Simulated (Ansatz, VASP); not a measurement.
**One calculation of LiCl, two programs**

File POSCAR:

```
LiCl
1.0
    0.0000000000      2.4819004753      2.6134800496
    2.4819004753      0.0000000000      2.6134800496
    2.4819004753      2.4819004753      0.0000000000
Li Cl
1 1
Direct
    0.0000000000      0.0000000000      0.0000000000
    0.5000000000      0.5000000000      0.5000000000
```

The input INCAR.step1:

```
PREC     = Accurate       # precision mode
ENCUT    = 520            # plane-wave cutoff, eV
EDIFF    = 1E-5           # SCF threshold, eV
ISMEAR   = 0              # smearing method
SIGMA    = 0.01           # smearing width, eV
LREAL    = F              # projectors in reciprocal space
LASPH    = T              # aspherical terms in the spheres
NELM     = 100            # most SCF steps
ALGO     = Normal         # electronic algorithm
ISIF     = 2              # what is computed and relaxed
LWAVE    = T              # write WAVECAR
NBANDS   = 12             # bands
GGA      = PE             # functional
```

Contents of INCAR.step2:

```
PREC     = Accurate       # precision mode
ENCUT    = 520            # plane-wave cutoff, eV
EDIFF    = 1E-7           # SCF threshold, eV
ISMEAR   = 0              # smearing method
SIGMA    = 0.01           # smearing width, eV
LREAL    = F              # projectors in reciprocal space
LASPH    = T              # aspherical terms in the spheres
NELM     = 100            # most SCF steps
ALGO     = Normal         # electronic algorithm
ISIF     = 2              # what is computed and relaxed
LWAVE    = F              # write WAVECAR
LCHARG   = T              # write CHGCAR
GGA      = PE             # functional
LHFCALC  = T              # exact exchange
HFSCREEN = 0.2079         # screening, 1/A
PRECFOCK = Normal       
LELF     = T              # ELF
LVHAR    = T            
NBANDS   = 12             # bands
ISTART   = 1
```

File KPOINTS:

```
regular mesh
0
Gamma
  6 6 6
```

Input for Ansatz:

```yaml
crystal:
  lattice:
    - [0.0, 2.4819004753, 2.6134800496]
    - [2.4819004753, 0.0, 2.6134800496]
    - [2.4819004753, 2.4819004753, 0.0]
  atoms:
    - { symbol: Li, position: [0.0, 0.0, 0.0] }
    - { symbol: Cl, position: [0.5, 0.5, 0.5] }
kpoints:
  mp_grid: { grid: [6, 6, 6] }
  band_path:
    path:
      - [0.0, 0.0, 0.0]
      - [0.5, 0.0, 0.5]
      - [0.625, 0.25, 0.625]
      - [0.375, 0.375, 0.75]
      - [0.5, 0.5, 0.5]
      - [0.5, 0.25, 0.75]
    npoints: 1
hamiltonian:
  xc: hse06
scf:
  occupations: { method: fixed }
  n_extra_bands: 4
output:
  forces: true
  stress: true
  eigenvalues: true
```

Change from the starting cell: epitaxial_xy strain -2.9%.

Alike in both runs: task single point; functional HSE06; k mesh 6 × 6 × 6; no spin polarisation.

|  | VASP | Ansatz |
| --- | --- | --- |
| version | VASP 6.6.1 | Ansatz 0.2.0 |
| potentials or method | VASP PAW PBE potentials, release 64 (Li_sv, Cl) | plane waves, PAW |
| plane-wave cutoff (eV) | 520 | 420 |
| occupations | gaussian, width 0.01 eV | fixed |
| valence electrons in the cell | 10 | 10 |

Ansatz gave:

| Item | Value |
| --- | --- |
| gap on the k mesh at the Fermi level (eV) | 7.93 |

Question: What did VASP give for the same quantities?

Answer: gap on the k mesh at the Fermi level (eV): 7.94.

Ansatz's warnings: stress exchange threshold loose, stress scf threshold loose.

Noted on VASP's run: the cutoff is short for stress, so the pressure is rough.
